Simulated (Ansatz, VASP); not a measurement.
# Two plane-wave programs on Ru

File INCAR:

```
SYSTEM = Ru
PREC = Accurate ; ENCUT = 520
EDIFF = 1E-7 ; ISMEAR = -1
SIGMA = 0.01 ; LREAL = .FALSE.
LASPH = .TRUE. ; NELM = 80
ALGO = Normal ; ISIF = 2
LWAVE = .FALSE. ; LCHARG = .FALSE.
GGA = PE ; NBANDS = 21
```

File KPOINTS:

```
regular mesh
0
G
  13 13 7
  0 0 0
```

POSCAR

```
Ru
1.0
    2.7235595794      0.0000000000      0.0000000000
   -1.3617797897      2.3586717845      0.0000000000
    0.0000000000      0.0000000000      4.2890849607
Ru
2
Direct
    0.3333333333      0.6666666667      0.2500000000
    0.6666666667      0.3333333333      0.7500000000
```

Input for Ansatz:

```yaml
crystal:
  lattice:
    - [2.7235595794, 0.0, 0.0]
    - [-1.3617797897, 2.3586717845, 0.0]
    - [0.0, 0.0, 4.2890849607]
  atoms:
    - { symbol: Ru, position: [0.3333333333, 0.6666666667, 0.25] }
    - { symbol: Ru, position: [0.6666666667, 0.3333333333, 0.75] }
hamiltonian:
  xc: pbe
  pseudopotentials:
    kind: paw
    azcp:
      Ru: "pseudopotentials/Ru.paw.azcp"
basis:
  ecutwfc: 420
  fft_grid_basis: typed
kpoints:
  mp_grid: { grid: [13, 13, 7], shift: [0, 0, 0] }
magnetization:
  spin_polarized: false
scf:
  occupations: { method: fermi_dirac, width: 0.01 }
  lower_state_search: "off"
output:
  stress: true
  write_density: true
  write_potential: true
  elf: true
  volumetric_format: npy
```

Alike in both runs: task single point; functional PBE; k mesh 13 × 13 × 7; occupations fermi-dirac, width 0.01 eV; no spin polarisation.

|  | VASP | Ansatz |
| --- | --- | --- |
| version | VASP 6.6.1 | Ansatz 0.2.0 |
| potentials or method | VASP PAW PBE potentials, release 64 (Ru_pv), cutoff 520 eV | plane waves (420 eV) with PAW, scalar-relativistic |
| valence electrons in the cell | 28 | 32 |

```csv
,VASP,Ansatz,Ansatz less VASP
pressure (GPa),-0.3,-0.2,+0.10
"traceless stress, the component that is largest in VASP (GPa)",0.37,0.35,-0.021
```

VASP's potentials hold 28 valence electrons a cell and Ansatz's 32, so a difference there can come from the potentials and not from the codes.
